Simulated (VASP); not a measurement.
Wanted: the native input for a VASP 6.6.1 run.

| Item | Value |
| --- | --- |
| Task | single point |
| Functional | PBE |
| Potentials or basis | VASP PAW PBE potentials, release 64 (Sr_sv, Ca_sv) |
| Cutoff | 520 eV |
| k mesh | 1 × 1 × 1, shifted |
| Occupations | fermi-dirac, width 0.0957 eV |
| Spin | no spin polarisation |
| Dipole correction | no |
| Further INCAR settings | LREAL = Auto; ALGO = Normal; EDIFF = 1e-06; NBANDS = 138; ISYM = 0 |

The structure of Sr19Ca5 lies in POSCAR:

```
Sr19Ca5
1.0
   10.4978800000     -0.1668760000      0.0738540000
   -0.1668760000     10.3895350000      0.2213770000
    0.0738540000      0.2213770000     11.1990180000
Sr Ca
19 5
Direct
    0.2946289095      0.6956359502      0.7382810419
    0.8142868674      0.3466214896      0.7358164468
    0.1266020653      1.0073444563      0.7276291580
    0.5884541319      0.2786355508      0.4978839936
    0.2863677382      0.5909780047      0.3699582106
    0.8164275137      0.9425388247      0.5301275652
    0.4287298023      0.2150384180      0.1657152466
    0.4533310443      0.4108298601      0.8019435639
    0.1711474015      0.1286566767      0.3845266121
    0.2499108933      0.8999159692      0.0851654478
    0.5268927615      0.0423188804      0.8259406704
    0.8965042648      0.8392755959      0.2130929034
    0.2638644002      0.5179864363      0.0359993417
    0.9724863783      0.6931698274      0.5560309068
    0.4685935032      0.8866556545      0.4405202605
    0.7150227111      0.3378151879      0.0674253046
    0.0393489430      0.2392864879      0.0325329773
    0.9803945556      0.6636829523      0.9352284102
    0.6183730049      0.7535861180      0.0932087122
    0.9284188836      0.4677139917      0.3496656967
    0.6428721613      0.5926474403      0.3939235393
    0.8594789860      0.9947007375      0.9188185226
    0.6761012556      0.7125557856      0.7893629384
    0.1459471208      0.3512606047      0.6923742066
```

These files were run (other wordings do the same):

INCAR

```
SYSTEM = Sr19Ca5
ALGO = Normal
EDIFF = 1E-6
ENCUT = 520
GGA = PE
ISIF = 2
ISMEAR = -1
ISYM = 0
LASPH = .True.
LCHARG = .False.
LREAL = Auto
LWAVE = .False.
NBANDS = 138
NELM = 80
PREC = Accurate
SIGMA = 0.0957
```

KPOINTS

```
Automatic mesh
0
Gamma
  1 1 1
  0.25 0.25 0.25
```

Potentials or basis: VASP PAW PBE potentials, release 64 (Sr_sv, Ca_sv).

Run with:

```bash
$ cat potpaw_PBE.64/Sr_sv/POTCAR potpaw_PBE.64/Ca_sv/POTCAR > POTCAR
$ mpirun -np 1 vasp_std > vasp.out
```

It gave:

```json
{
 "Pressure": "1.5 GPa",
 "Largest force": "1.761 eV/Å"
}
```

Caveat: the k points lie up to 0.61 Å⁻¹ apart; the atoms stand as in a frame of molecular dynamics.

Wall time 11 min on 1 thread of AMD EPYC 7R43 64-Core Processor (Zen 3), on a shared host, peak memory 1 GiB.
